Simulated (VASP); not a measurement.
Here is a VASP 6.6.1 calculation.

Contents of INCAR:

```
SYSTEM = Sn
PREC = Accurate
ENCUT = 500
EDIFF = 1E-6
ISMEAR = 0
SIGMA = 0.1
LREAL = .FALSE.
LASPH = .TRUE.
NELM = 120
ALGO = Normal
ISIF = 2
LWAVE = .FALSE.
LCHARG = .FALSE.
GGA = PS
NBANDS = 13
GGA_COMPAT = .FALSE.
```

The input KPOINTS:

```
regular mesh
0
G
  6 6 6
  0 0 0
```

The input POSCAR:

```
Sn
1.0
    3.5443363559      0.0000000000      0.0000000000
   -1.7721681779      3.0694853237      0.0000000000
    0.0000000000      0.0000000000      3.3117392825
Sn
1
Direct
    0.0000000000      0.0000000000      0.0000000000
```

Potentials or basis: VASP PAW PBE potentials, release 64 (Sn_d).

The run is started by

```bash
$ cat potpaw_PBE.64/Sn_d/POTCAR > POTCAR
$ mpirun -np 1 vasp_std > vasp.out
```

Task: Predict the band gap on the k mesh.

Result: Zero (bands 7 and 8 overlap by 6.30 eV).

Task: Predict the pressure.

Result: -8.3 GPa.

Stress tensor (GPa, compression positive):
```
-10.09   0.00   0.00
  0.00 -10.09   0.00
  0.00   0.00  -4.70
```

Caveat: the stress differs along the axes, from -10 to -5 GPa; the PAW data sets were made with another functional, which shifts forces and pressure a little; spin-orbit coupling is left out, which moves the levels of the heavy elements.
